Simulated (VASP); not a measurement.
Write the native input for VASP 6.6.1 that does the following.

```yaml
Task: single point
Functional: r2SCAN
Potentials_or_basis: VASP PAW PBE potentials, release 64 (K_sv, Ta_pv, O)
Cutoff: 520 eV
k_mesh: 6 × 6 × 6
Occupations: gaussian, width 0.05 eV
Spin: no spin polarisation
Dipole_correction: no
Further_INCAR_settings: ALGO = Normal; EDIFF = 1e-07; NBANDS = 27
```

The system is KTaO3.

```
CELL_PARAMETERS angstrom
3.92396 0.00000 0.00000
0.00000 3.92396 0.00000
0.00000 0.00000 4.12016
ATOMIC_POSITIONS crystal
K 0.50000 0.50000 0.50000
Ta 0.00000 0.00000 0.00000
O 0.50000 0.00000 0.00000
O 0.00000 0.50000 0.00000
O 0.00000 0.00000 0.50000
```

This cell differs from its parent crystal: ratio of the length along z to the lengths across it x 1.05, volume and fractional coordinates fixed.

These files were run (other wordings do the same):

POSCAR

```
KTaO3
1.0
    3.9239613299      0.0000000000      0.0000000000
    0.0000000000      3.9239613299      0.0000000000
    0.0000000000      0.0000000000      4.1201593964
K Ta O
1 1 3
Direct
    0.5000000000      0.5000000000      0.5000000000
    0.0000000000      0.0000000000      0.0000000000
    0.5000000000      0.0000000000      0.0000000000
    0.0000000000      0.5000000000      0.0000000000
    0.0000000000      0.0000000000      0.5000000000
```

INCAR.step1

```
  PREC = Accurate
  ENCUT = 520
  ISMEAR = 0
  SIGMA = 0.05
  LREAL = F
  LASPH = T
  NELM = 100
  NBANDS = 27
  GGA = PE
  ALGO = Normal
  EDIFF = 1E-4
  LWAVE = T
  LCHARG = F
```

INCAR.step2

```
  PREC = Accurate
  ENCUT = 520
  EDIFF = 1E-7
  ISMEAR = 0
  SIGMA = 0.05
  LREAL = F
  LASPH = T
  NELM = 100
  ALGO = Normal
  ISIF = 2
  LWAVE = F
  LCHARG = F
  METAGGA = R2SCAN
  LMIXTAU = T
  NBANDS = 27
  ISTART = 1
```

KPOINTS

```
regular mesh
0
Gamma
  6 6 6
```

Potentials or basis: VASP PAW PBE potentials, release 64 (K_sv, Ta_pv, O).

The run is started by

```sh
$ cat potpaw_PBE.64/K_sv/POTCAR potpaw_PBE.64/Ta_pv/POTCAR potpaw_PBE.64/O/POTCAR > POTCAR
$ cp INCAR.step1 INCAR
$ mpirun -np 1 vasp_std > vasp.out
$ cp INCAR.step2 INCAR
$ mpirun -np 1 vasp_std > vasp.out
```

Results of the run:

```
Pressure               : 2.2 GPa
Band gap on the k mesh : 2.53 eV, indirect (least direct gap 3.14 eV)
```

Caveat: the PAW data sets were made with another functional, which shifts forces and pressure a little; spin-orbit coupling is left out, which moves the levels of the heavy elements.

Wall time 5.2 min on 1 thread of Intel(R) Xeon(R) Platinum 8259CL CPU @ 2.50GHz (Skylake/Cascade Lake) (shared host), peak memory 0.21 GiB.
